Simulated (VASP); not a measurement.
Crystal: Sr.

```xyz
1
Lattice="0.0000 3.0423 3.0423 3.0423 0.0000 3.0423 3.0423 3.0423 0.0000" Properties=species:S:1:pos:R:3 pbc="T T T"
Sr    0.0000    0.0000    0.0000
```

Base run:

| Property | Result |
| --- | --- |
| Program | VASP 6.6.1 |
| Functional | LDA |
| Potentials or basis | VASP PAW LDA potentials, release 64 (Sr_sv) |
| Cutoff | 500 eV |
| k mesh | 9 × 9 × 9 |
| Occupations | methfessel-paxton, width 0.1 eV |
| Spin | no spin polarisation |

Its results: pressure -1.6 GPa.

Question: The run is repeated on the same cell with these changes: functional from LDA to BLYP; potentials or basis from VASP PAW LDA potentials, release 64 (Sr_sv) to VASP PAW PBE potentials, release 64 (Sr_sv). What comes out?

Answer: Pressure -0.1 GPa.

Caveats: the PAW data sets were made with another functional, which shifts forces and pressure a little (at least some runs).
